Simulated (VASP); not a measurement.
# B in VASP: further runs

Runs on B. Level: PBE. Tasks: single point.

All numbers are computed with VASP 6.6.1; they aren't measurements. Logs are shortened: lines on timing, memory, paths and dates and some standing lists are left out, and cuts for length are marked.

## (1) The cell of the first run

The typed cell holds 4 atoms: a = 1.849 Å, b = 5.156 Å, c = 2.804 Å, α = 90.00°, β = 90.00°, γ = 90.00°.

## (2) Single point, PBE

INCAR

```
  PREC = Accurate
  ENCUT = 520
  EDIFF = 1E-6
  ISMEAR = 0
  SIGMA = 0.1
  LREAL = False
  LASPH = True
  NELM = 60
  ALGO = Normal
  ISIF = 2
  LWAVE = False
  LCHARG = False
  GGA = PE
  NBANDS = 14
```

KPOINTS

```
regular mesh
0
Gamma
  8 4 6
```

POSCAR

```
B
1.0
    1.8492336478      0.0000000000      0.0000000000
    0.0000000000      5.1555008823      0.0000000000
    0.0000000000      0.0000000000      2.8044580274
B
4
Direct
    1.0004411670      0.8329942570      0.7496911097
   -0.0004411670      0.1670057430      0.7496911097
    0.5004411670      0.6670057430      0.2503088903
    0.4995588330      0.3329942570      0.2503088903
```

Potentials or basis: VASP PAW PBE potentials, release 64 (B).

Launch:

```
> cat potpaw_PBE.64/B/POTCAR > POTCAR
> mpirun -np 1 vasp_std > vasp.out
```

OUTCAR:

```text
PREC = Accurate
   ENCUT = 520
   EDIFF = 1E-6
   ISMEAR = 0
   LREAL = False
   LASPH = True
   NELM = 60
   ISIF = 2
   GGA = PE

 ion  position               nearest neighbor table
   1  0.000  0.833  0.750-   2 1.72   3 1.88   3 1.88   3 1.89   3 1.89
   2  1.000  0.167  0.750-   1 1.72   4 1.88   4 1.88   4 1.89   4 1.89
   3  0.500  0.667  0.250-   4 1.72   1 1.88   1 1.88   1 1.89   1 1.89
   4  0.500  0.333  0.250-   3 1.72   2 1.88   2 1.88   2 1.89   2 1.89

  LATTYP: Found a simple orthorhombic cell.
 ALAT       =     1.8492336478
 B/A-ratio  =     1.5165514811
 C/A-ratio  =     2.7879121107

  Lattice vectors:

 A1 = (  -1.8492336478,   0.0000000000,   0.0000000000)
 A2 = (   0.0000000000,   0.0000000000,   2.8044580274)
 A3 = (   0.0000000000,   5.1555008823,   0.0000000000)

Analysis of symmetry for initial positions (statically):
=====================================================================
 Subroutine PRICEL returns:
 Original cell was already a primitive cell.

 Routine SETGRP: Setting up the symmetry group for a
 simple orthorhombic supercell.

 Subroutine GETGRP returns: Found  4 space group operations
 (whereof  2 operations were pure point group operations)
 out of a pool of  8 trial point group operations.

The static configuration has the point symmetry C_2 .
 The point group associated with its full space group is D_2 .

Analysis of symmetry for dynamics (positions and initial velocities):
=====================================================================
 Subroutine PRICEL returns:
 Original cell was already a primitive cell.

 Routine SETGRP: Setting up the symmetry group for a
 simple orthorhombic supercell.

 Subroutine GETGRP returns: Found  4 space group operations
 (whereof  2 operations were pure point group operations)
 out of a pool of  8 trial point group operations.

The dynamic configuration has the point symmetry C_2 .
 The point group associated with its full space group is D_2 .

 Subroutine INISYM returns: Found  4 space group operations
 (whereof  2 operations are pure point group operations),
 and found     1 'primitive' translations

----------------------------------------------------------------------------------------

                                     Primitive cell

  volume of cell :      26.7369

  direct lattice vectors                    reciprocal lattice vectors
     1.849233648  0.000000000  0.000000000     0.540764549  0.000000000  0.000000000
     0.000000000  5.155500882  0.000000000     0.000000000  0.193967574  0.000000000
     0.000000000  0.000000000  2.804458027     0.000000000  0.000000000  0.356575135

  length of vectors
     1.849233648  5.155500882  2.804458027     0.540764549  0.193967574  0.356575135

  position of ions in fractional coordinates (direct lattice)
     0.000441167  0.832994257  0.749691110
     0.999558833  0.167005743  0.749691110
     0.500441167  0.667005743  0.250308890
     0.499558833  0.332994257  0.250308890

  ion indices of the primitive-cell ions
   primitive index   ion index
                 1           1
                 2           2
                 3           3
                 4           4

----------------------------------------------------------------------------------------

 KPOINTS: regular mesh

Automatic generation of k-mesh.
 Grid dimensions read from file:
 generate k-points for:    8    4    6

 Generating k-lattice:

  Cartesian coordinates                     Fractional coordinates (reciprocal lattice)
     0.067595569  0.000000000  0.000000000     0.125000000  0.000000000  0.000000000
     0.000000000  0.048491894  0.000000000     0.000000000  0.250000000  0.000000000
     0.000000000  0.000000000  0.059429189     0.000000000  0.000000000  0.166666667

  Length of vectors
     0.067595569  0.048491894  0.059429189

  Shift w.r.t. Gamma in fractional coordinates (k-lattice)
     0.000000000  0.000000000  0.000000000

 Subroutine IBZKPT returns following result:
 ===========================================

 Found     60 irreducible k-points:

 Following reciprocal coordinates:
            Coordinates               Weight
  0.000000  0.000000  0.000000      1.000000
  0.125000  0.000000  0.000000      2.000000
  0.250000  0.000000  0.000000      2.000000
  0.375000  0.000000  0.000000      2.000000
  0.500000  0.000000  0.000000      1.000000
  0.000000  0.250000  0.000000      2.000000
[... 16 lines left out ...]
  0.250000  0.250000  0.166667      8.000000
  0.375000  0.250000  0.166667      8.000000
 [... further k-points ...]
   k-points           NKPTS =     60   k-points in BZ     NKDIM =     60   number of bands    NBANDS=     14
   number of dos      NEDOS =    301   number of ions     NIONS =      4
   total plane-waves  NPLWV =  13440
   dimension x,y,z NGX =    14 NGY =   40 NGZ =   24
   dimension x,y,z NGXF=    28 NGYF=   80 NGZF=   48
   ions per type =               4
   NGX,Y,Z   is equivalent  to a cutoff of  12.59, 12.90, 14.23 a.u.
   NGXF,Y,Z  is equivalent  to a cutoff of  25.17, 25.80, 28.45 a.u.
 SYSTEM =  unknown system
   PREC   = accura    normal or accurate (medium, high low for compatibility)
   ISTART =      0    job   : 0-new  1-cont  2-samecut
   ICHARG =      2    charge: 1-file 2-atom 10-const
   ISPIN  =      1    spin polarized calculation?
   LNONCOLLINEAR =      F non collinear calculations
   LSORBIT =      F    spin-orbit coupling
   LASPH  =      T    aspherical Exc in radial PAW
   ENCUT  =  520.0 eV  38.22 Ry    6.18 a.u.   3.44  9.59  5.21*2*pi/ulx,y,z
   NELM   =     60;   NELMIN=  2; NELMDL= -5     # of ELM steps
   EDIFF  = 0.1E-05   stopping-criterion for ELM
   LREAL  =      F    real-space projection
   EDIFFG = 0.1E-04   stopping-criterion for IOM
   NSW    =      0    number of steps for IOM
   IBRION =     -1    ionic relax: 0-MD 1-quasi-New 2-CG
   NFREE  =      0    steps in history (QN), initial steepest desc. (CG)
   ISIF   =      2    stress and relaxation
   ISYM   =      2    0-nonsym 1-usesym 2-fastsym
   POTIM  = 0.5000    time-step for ionic-motion
   TEBEG  =    0.0;   TEEND  =   0.0 temperature during run
   PSTRESS=    0.0 pullay stress
   NELECT =      12.0000    total number of electrons
   NUPDOWN=      -1.0000    fix difference up-down
   EMIN   =  10.00;   EMAX   =-10.00  energy-range for DOS
   EFERMI =   0.00;   METHOD = LEGACY
   ISMEAR =     0;   SIGMA  =   0.10  broadening in eV -4-tet -1-fermi 0-gaus
   EFERMI_NEDOS =   21; number of points for ismear=-14 and -15
   IALGO  =     38    algorithm
   IMIX   =      4    mixing-type and parameters
     AMIX     =   0.40;   BMIX     =  1.00
     AMIX_MAG =   1.60;   BMIX_MAG =  1.00
  volume/ion in A,a.u.               =       6.68        45.11
  Fermi-wavevector in a.u.,A,eV,Ry     =   1.253424  2.368628 21.375733  1.571072
  Thomas-Fermi vector in A             =   2.387278
   LORBIT       =      0    0 simple, 1 ext, 2 COOP (PROOUT), +10 PAW based schemes
   GGA     = PE    functional components
   LHFCALC =     F    Hartree Fock is set to
   AEXX    =    0.0000 exact exchange contribution
   IVDW    =     0    specifies the selected vdW correction
   LEPSILON=     F    determine dielectric tensor
   LRPA    =     F    only Hartree local field effects (RPA)
 non-spin polarized calculation
 Gauss-broadening in eV      SIGMA  =   0.10
  energy-cutoff  :      520.00
  volume of cell :       26.74
 maximum number of plane-waves:       737
 NGX is ok and might be reduce to    14

 number of electron      12.0000000 magnetization

 Free energy of the ion-electron system (eV)
  ---------------------------------------------------
  ext. energy  EPLUGINS =         0.00000000
  ---------------------------------------------------
  free energy    TOTEN  =       -25.28398220 eV

  energy without entropy =      -25.28138569  energy(sigma->0) =      -25.28268394

 E-fermi :   7.8436     XC(G=0): -12.1313

 val. band max:        7.7643547339   @ k =   0.3750   0.0000   0.1667
 cond. band min:       7.9352107395   @ k =   0.3750   0.2500   0.3333
 fundamental gap:      0.1708560055
 Fermi energy:         7.8435785930

 k-point     1 :       0.0000    0.0000    0.0000
  band No.  band energies     occupation
      1      -9.1037      2.00000
      2      -5.7216      2.00000
      3      -3.4470      2.00000
      4       3.1294      2.00000
      5       5.1686      2.00000
      6       5.5694      2.00000
      7      11.3028      0.00000
      8      11.6310      0.00000
      9      13.2210      0.00000
     10      14.0151      0.00000
     11      20.7120      0.00000
     12      21.2172      0.00000
     13      21.8570      0.00000
     14      22.7571      0.00000

 k-point     2 :       0.1250    0.0000    0.0000
  band No.  band energies     occupation
      1      -8.5792      2.00000
      2      -5.2294      2.00000
      3      -2.8860      2.00000
      4       3.7649      2.00000
      5       5.7182      2.00000
      6       6.2030      2.00000
      7      11.2579      0.00000
      8      11.8016      0.00000
      9      13.5830      0.00000
     10      13.7407      0.00000
     11      17.4543      0.00000
     12      20.7409      0.00000
     13      21.1174      0.00000
     14      22.0468      0.00000

 k-point     3 :       0.2500    0.0000    0.0000
  band No.  band energies     occupation
      1      -7.0153      2.00000
      2      -3.7654      2.00000
      3      -1.2632      2.00000
      4       5.6506      2.00000
      5       7.1882      2.00000
      6       8.0857      0.00062
      7       9.0030      0.00000
      8       9.6710      0.00000
      9      14.6896      0.00000
     10      15.0451      0.00000
     11      15.0991      0.00000
     12      17.4723      0.00000
     13      19.2471      0.00000
     14      21.8994      0.00000

 k-point     4 :       0.3750    0.0000    0.0000
  band No.  band energies     occupation
      1      -4.4509      2.00000
      2      -1.3705      2.00000
      3       0.8682      2.00000
      4       4.7778      2.00000
      5       5.7432      2.00000
      6       8.1294      0.00005
      7       8.6934      0.00000
      8      11.1454      0.00000
      9      14.5120      0.00000
     10      15.5078      0.00000
     11      16.2554      0.00000
     12      17.4779      0.00000
     13      18.9104      0.00000
     14      19.4161      0.00000

 k-point     5 :       0.5000    0.0000    0.0000
  band No.  band energies     occupation
      1      -1.0536      2.00000
      2      -1.0536      2.00000
      3       1.8671      2.00000
      4       1.8671      2.00000
      5       5.6821      2.00000
      6       5.6821      2.00000
      7      12.5392      0.00000
      8      12.5392      0.00000
      9      15.1666      0.00000
     10      15.1666      0.00000
     11      16.0789      0.00000
[... 276 lines left out ...]
 k-point    22 :       0.1250    0.2500    0.1667
  band No.  band energies     occupation
      1      -7.8966      2.00000
      2      -5.8657      2.00000
      3      -1.0750      2.00000
      4       1.9121      2.00000
      5       3.2300      2.00000
      6       4.3461      2.00000
      7      12.0581      0.00000
      8      14.2889      0.00000
      9      15.4478      0.00000
     10      15.8419      0.00000
     11      16.8423      0.00000
     12      18.7612      0.00000
     13      20.9798      0.00000
     14      23.1769      0.00000

 k-point    23 :       0.2500    0.2500    0.1667
  band No.  band energies     occupation
      1      -6.3423      2.00000
      2      -4.3496      2.00000
      3       0.4171      2.00000
      4       3.6104      2.00000
      5       4.5989      2.00000
      6       6.0578      2.00000
      7      10.7217      0.00000
      8      10.9271      0.00000
      9      14.4081      0.00000
     10      16.8891      0.00000
     11      17.0652      0.00000
     12      18.6479      0.00000
     13      18.8654      0.00000
     14      20.0828      0.00000

 k-point    24 :       0.3750    0.2500    0.1667
  band No.  band energies     occupation
      1      -3.8114      2.00000
      2      -1.9134      2.00000
      3       2.1030      2.00000
      4       4.8631      2.00000
      5       5.0303      2.00000
      6       7.5902      1.99966
      7       7.9799      0.05386
      8       9.5772      0.00000
      9      14.0919      0.00000
     10      15.4600      0.00000
     11      16.6352      0.00000
     12      18.2243      0.00000
     13      18.6185      0.00000
     14      19.3053      0.00000

 [... further k-points ...]

------------------------ aborting loop because EDIFF is reached ----------------------------------------

  FORCE on cell =-STRESS in cart. coord.  units (eV):
  Direction    XX          YY          ZZ          XY          YZ          ZX
  --------------------------------------------------------------------------------------
  -------------------------------------------------------------------------------------
  Total        0.0319370      0.0611230     -0.0178124      0.0000000      0.0000000      0.0000000
  in kB        1.9137846      3.6627189     -1.0673829      0.0000000      0.0000000      0.0000000
  external PRESSURE =       1.5030402 kB  Pullay stress =       0.0000000 kB

 VOLUME and BASIS-vectors are now :
 -----------------------------------------------------------------------------
  energy-cutoff  :      520.00
  volume of cell :       26.74
      direct lattice vectors                 reciprocal lattice vectors
     1.849233648  0.000000000  0.000000000     0.540764549  0.000000000  0.000000000
     0.000000000  5.155500882  0.000000000     0.000000000  0.193967574  0.000000000
     0.000000000  0.000000000  2.804458027     0.000000000  0.000000000  0.356575135

 POSITION                                       TOTAL-FORCE (eV/Angst)
 -----------------------------------------------------------------------------------
      0.00082      4.29450      2.10248        -0.003962      0.009172      0.011086
      1.84842      0.86100      2.10248         0.003962     -0.009172      0.011086
      0.92543      3.43875      0.70198        -0.003962     -0.009172     -0.011086
      0.92380      1.71675      0.70198         0.003962      0.009172     -0.011086
 -----------------------------------------------------------------------------------
    total drift:                                0.000000      0.000000      0.000000

  FREE ENERGIE OF THE ION-ELECTRON SYSTEM (eV)
  ---------------------------------------------------
  free  energy   TOTEN  =       -25.2839821957 eV

  energy  without entropy=      -25.2813856904  energy(sigma->0) =      -25.28268394
```

Wall time 22 s (1 thread of AMD EPYC 7R43 (Zen 3), shared host); peak memory 0.1 GiB.

Results:

- Free energy: -25.2840 eV
- Pressure: 0.2 GPa
- Largest force: 0.015 eV/Å
- Band gap on the k mesh: zero (band 6 reaches 8.13 eV, above the bottom of band 7 at 7.76 eV)

Forces in eV/Å, atoms in the order of the input:
```
B   -0.004  0.009  0.011
B    0.004 -0.009  0.011
B   -0.004 -0.009 -0.011
B    0.004  0.009 -0.011
```

Levels at points of the mesh, in eV from the Fermi level:
| k point | band 2 | band 3 | band 4 | band 5 | band 6 | band 7 | band 8 | band 9 | band 10 | band 11 |
| --- | --- | --- | --- | --- | --- | --- | --- | --- | --- | --- |
| (0.00, 0.00, 0.00) | -13.57 | -11.29 | -4.71 | -2.67 | -2.27 | 3.46 | 3.79 | 5.38 | 6.17 | 12.87 |
| (0.50, 0.00, 0.00) | -8.90 | -5.98 | -5.98 | -2.16 | -2.16 | 4.70 | 4.70 | 7.32 | 7.32 | 8.24 |
| (0.00, 0.50, 0.00) | -15.88 | -7.09 | -7.09 | -3.74 | -3.74 | 4.17 | 4.17 | 9.09 | 9.09 | 9.50 |
| (0.50, 0.50, 0.00) | -8.56 | -6.85 | -6.85 | -1.09 | -1.09 | 4.89 | 4.89 | 6.94 | 6.94 | 7.26 |
| (0.00, 0.00, 0.50) | -13.25 | -10.07 | -10.06 | -7.53 | -7.52 | 7.04 | 7.07 | 7.33 | 7.34 | 15.58 |
| (0.50, 0.00, 0.50) | -7.45 | -4.64 | -4.64 | -1.46 | -1.46 | 1.20 | 1.20 | 2.10 | 2.10 | 3.47 |
| (0.00, 0.50, 0.50) | -12.53 | -11.82 | -11.82 | -5.55 | -5.55 | 2.20 | 2.20 | 14.17 | 14.17 | 15.63 |
| (0.50, 0.50, 0.50) | -7.06 | -5.44 | -5.44 | -1.30 | -1.30 | 0.45 | 0.45 | 2.86 | 2.86 | 6.71 |

Caveat: the k points lie up to 0.42 Å⁻¹ apart.

## (3) Single point, PBE

This run uses another cell than the first one: it holds 2 atoms, not 4.

INCAR

```
SYSTEM = B
  PREC = Accurate
  ENCUT = 520
  EDIFF = 1E-7
  ISMEAR = 0
  SIGMA = 0.1
  LREAL = .FALSE.
  LASPH = .TRUE.
  NELM = 60
  ALGO = Normal
  ISIF = 2
  LWAVE = .FALSE.
  LCHARG = .TRUE.
  GGA = PE
  LELF = .TRUE.
  LVHAR = .TRUE.
  NBANDS = 10
```

KPOINTS

```
Automatic mesh
0
G
  34 34 34
  0 0 0
```

POSCAR

```
B
1.0
   -0.9256499806      1.4070969437      2.5733720424
    0.9256499806     -1.4070969437      2.5733720424
    0.9256499806      1.4070969437     -2.5733720424
B
2
Direct
    0.6674827627      0.1674827627      0.5000000000
    0.3325172373      0.8325172373      0.5000000000
```

Potentials or basis: VASP PAW PBE potentials, release 64 (B).

Launch:

```
> cat potpaw_PBE.64/B/POTCAR > POTCAR
> mpirun -np 1 vasp_std > vasp.out
```

Wall time 20 min (1 thread of AMD EPYC 7R43 (Zen 3), shared host); peak memory 0.61 GiB.

Results (log left out):

```
Free energy            : -12.6330 eV
Pressure               : 0.0 GPa
Largest force          : 0.006 eV/Å
Band gap on the k mesh : zero (band 3 reaches 8.67 eV, above the bottom of band 4 at 7.19 eV)
```

Forces on the atoms (eV/Å):
```
B    0.000  0.000  0.006
B    0.000  0.000 -0.006
```

Stress tensor (GPa, compression positive):
```
-0.05  0.00  0.00
 0.00 -0.03  0.00
 0.00  0.00  0.07
```

Levels at points of the mesh, in eV from the Fermi level:
| k point | band 1 | band 2 | band 3 | band 4 | band 5 | band 6 | band 7 |
| --- | --- | --- | --- | --- | --- | --- | --- |
| (0.00, 0.00, 0.00) | -16.85 | -2.54 | -2.26 | 3.89 | 5.44 | 6.17 | 13.40 |
| (0.50, 0.00, 0.00) | -12.46 | -11.73 | -5.44 | 2.31 | 14.25 | 15.65 | 15.83 |
| (0.00, 0.50, 0.00) | -8.46 | -6.77 | -1.00 | 4.90 | 6.94 | 7.36 | 10.90 |
| (0.50, 0.50, 0.00) | -7.38 | -4.57 | -1.43 | 1.26 | 2.16 | 3.57 | 11.98 |
| (0.50, 0.50, 0.50) | -13.45 | -11.19 | -4.70 | 3.42 | 12.89 | 14.11 | 15.50 |
